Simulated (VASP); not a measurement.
Here is a VASP 6.6.1 calculation.

INCAR

```
PREC = Accurate
ENCUT = 520
EDIFF = 1E-6
ISMEAR = 0
SIGMA = 0.1
LREAL = F
LASPH = T
NELM = 100
ALGO = Normal
ISIF = 2
LWAVE = F
LCHARG = F
LDIPOL = T
IDIPOL = 3
DIPOL = 0.5 0.5 0.416
GGA = PE
IBRION = 2
NSW = 36
EDIFFG = -0.025
```

Contents of KPOINTS:

```
regular mesh
0
Gamma
  9 9 1
```

Contents of POSCAR:

```
Al8N
1.0
    2.8535431553      0.0000000000      0.0000000000
   -1.4267715776      2.4712408633      0.0000000000
    0.0000000000      0.0000000000     31.9749291745
Al N
8 1
Selective dynamics
Direct
    0.3333333333      0.6666666667      0.1250980097  F F F
    0.0000000000      0.0000000000      0.1984481219  F F F
    0.6666666667      0.3333333333      0.2717982342  F F F
    0.0000000000      0.0000000000      0.3451483464  F F F
    0.3333333333      0.6666666667      0.4179223923  F F F
    0.0000000000      0.0000000000      0.4916598226  F F F
    0.6666666667      0.3333333333      0.5654146322  F F F
    0.0000000000      0.0000000000      0.6403432221  F F F
    0.1666666667      0.3333333333      0.6880077390  F F T
```

Potentials or basis: VASP PAW PBE potentials, release 64 (Al, N).

Run with:

```sh
$ cat potpaw_PBE.64/Al/POTCAR potpaw_PBE.64/N/POTCAR > POTCAR
$ mpirun -np 1 vasp_std > vasp.out
```

Q: Predict the energy gained by relaxing.

A: 2.2 meV/atom.

Final structure:
```
Al N
1.0
     2.85354    0.00000    0.00000
    -1.42677    2.47124    0.00000
     0.00000    0.00000   31.97493
Al N
8 1
Direct
  0.33333 0.66667 0.12510
  0.00000 0.00000 0.19845
  0.66667 0.33333 0.27180
  0.00000 0.00000 0.34515
  0.33333 0.66667 0.41792
  0.00000 0.00000 0.49166
  0.66667 0.33333 0.56541
  0.00000 0.00000 0.64034
  0.16667 0.33333 0.68953
```

Caveat: the highest band is partly filled, so the run has too few bands.
